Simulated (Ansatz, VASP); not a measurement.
## Two plane-wave programs on ZrS

```
Zr S
1.0
     0.00000    2.56714    2.56714
     2.50733    0.00000    2.56714
     2.50733    2.56714    0.00000
Zr S
1 1
Cartesian
  0.0000 0.0000 0.0000
  2.5073 2.5671 2.5671
```

Change from the starting cell: mode 4 frozen in at +0.000 Å, normal strain along x -0.0233.

Alike in both runs: task single point; functional LDA; k mesh 16 × 16 × 16; occupations gaussian, width 0.15 eV; no spin polarisation.

```csv
,VASP,Ansatz
version,VASP 6.6.1,Ansatz 0.2.0
potentials or method,"VASP PAW LDA potentials, release 64 (Zr_sv, S), cutoff 520 eV","scalar-relativistic, plane waves, PAW"
valence electrons in the cell,18,18
```

|  | VASP | Ansatz | Ansatz less VASP |
| --- | --- | --- | --- |
| gap on the k mesh at the Fermi level (eV) | none | none | - |
| pressure (GPa) | 4.3 | 4.1 | -0.23 |
| traceless stress, the component that is largest in VASP (GPa) | 6.18 | 6.15 | -0.035 |

Ansatz warns that its potentials were made for another functional, while VASP's fit it. LDA's correlation is that of Perdew and Zunger in VASP and of Perdew and Wang (1992) in Ansatz. A gap of «none» marks a metal or a gap that the smearing closes.
